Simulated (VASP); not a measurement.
Runs of VASP 6.6.1 on Sr. The structure is that of space group I4/mmm (No. 139), or close to it. The cells are those of the table. 

```tsv
cell	gap on the mesh (eV)	pressure (GPa)
a = 4.375 Å, angles 106.5, 106.5, 115.7°, 1 atom	none	-1.4
a = 4.207 Å, angles 106.3, 106.3, 115.9°, 1 atom	none	-0.4
a = 4.039 Å, angles 112.9, 112.9, 102.7°, 1 atom	none	1.1
a = 4.100 Å, angles 114.1, 114.1, 100.6°, 1 atom	none	(a)
a = 3.979 Å, angles 111.8, 111.8, 104.9°, 1 atom	none	1.6
a = 4.427 Å, angles 107.5, 107.5, 113.6°, 1 atom	none	-1.6
a = 4.324 Å, angles 105.4, 105.4, 117.9°, 1 atom	none	(b)
```

Alike in all rows: task single point; level PBE; potentials or basis VASP PAW PBE potentials, release 64 (Sr_sv); no spin polarisation; k mesh 14 × 14 × 14; cutoff (eV) 520; smearing gaussian 0.15 eV.

Estimate the missing entries.

(a) 0.6; (b) -1.0.

A k mesh can miss the band edges, and the runs leave out spin-orbit coupling on Sr.

A gap of «none» marks levels without a gap at the run's occupations.
